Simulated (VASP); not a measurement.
Wanted: the native input for a VASP 6.6.1 run.

| Quantity | Value |
| --- | --- |
| Task | single point |
| Functional | LDA |
| Potentials or basis | VASP PAW LDA potentials, release 64 (Si, O) |
| Cutoff | 520 eV |
| k mesh | 6 × 6 × 6 |
| Occupations | gaussian, width 0.05 eV |
| Spin | no spin polarisation |
| Dipole correction | no |
| Further INCAR settings | ALGO = Normal; EDIFF = 1e-07; NBANDS = 40 |

The structure of Si4O7 (a cell with a defect) lies in POSCAR:

```
Si4O7
1.0
    0.0000000000      4.1548619959     -2.6614337333
    0.0000000000     -4.1548619959     -2.6614337333
   -4.1548619959      0.0000000000      2.6614337333
Si O
4 7
Direct
    0.2500000000      0.7500000000      0.5000000000
    0.7500000000      0.2500000000      0.5000000000
    0.0000000000      0.0000000000      1.0000000000
    0.5000000000      0.5000000000      1.0000000000
    1.0000000000      0.3055647994      0.3055647994
    0.5555647994      0.7500000000      0.8055647994
    0.0555647994      0.2500000000      0.8055647994
    0.0000000000      0.6944352006      0.6944352006
    0.4787265262      0.1944352006      0.6731617268
    0.9444352006      0.7500000000      0.1944352006
    0.4444352006      0.2500000000      0.1944352006
```

This cell differs from its parent crystal: atom 9 moved 0.000 of the way to it and -0.125 Å across, host rigid.

One way to write it, as run:

INCAR

```
SYSTEM = Si4O7
ALGO = Normal
EDIFF = 1E-7
ENCUT = 520
GGA = CA
ISIF = 2
ISMEAR = 0
LASPH = .True.
LCHARG = .False.
LREAL = .False.
LWAVE = .False.
NBANDS = 40
NELM = 80
PREC = Accurate
SIGMA = 0.05
```

KPOINTS

```
k-points
0
Gamma
  6 6 6
  0 0 0
```

Potentials or basis: VASP PAW LDA potentials, release 64 (Si, O).

Command:

```sh
$ cat potpaw_LDA.64/Si/POTCAR potpaw_LDA.64/O/POTCAR > POTCAR
$ mpirun -np 1 vasp_std > vasp.out
```

It gave:

- Pressure: -1.2 GPa
- Largest force: 1.513 eV/Å
- Band gap on the k mesh: 1.90 eV

Caveat: the cell differs from its parent crystal (atom 9 moved 0.000 of the way to it and -0.125 Å across, host rigid).

Wall time 13 min on 1 thread of AMD EPYC 7R13, on a shared host, peak memory 0.27 GiB.
